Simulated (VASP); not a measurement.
Runs of VASP 6.6.1 on CdSe. The structure is that of space group F-43m (No. 216), or close to it. The cells are those of the table. 

```tsv
cell	gap on the mesh (eV)	pressure (GPa)
a = 4.371 Å, angles 60.0°, 2 atoms	0.51	0.6
a = 4.283 Å, angles 60.0°, 2 atoms	(a)	3.9
a = 4.427 Å, angles 60.0°, 2 atoms	0.43	-1.1
a = 4.253 Å, angles 60.0°, 2 atoms	(c)	5.3
a = 4.313 Å, angles 60.0°, 2 atoms	(b)	2.7
```

Alike in all rows: task single point; level PBE; potentials or basis VASP PAW PBE potentials, release 64 (Cd, Se); no spin polarisation; k mesh 6 × 6 × 6; cutoff (eV) 520; smearing gaussian 0.01 eV.

Fill in the values left out.

(a) 0.63; (b) 0.59; (c) 0.68.

A k mesh can miss the band edges, and the runs leave out spin-orbit coupling on Cd, Se.
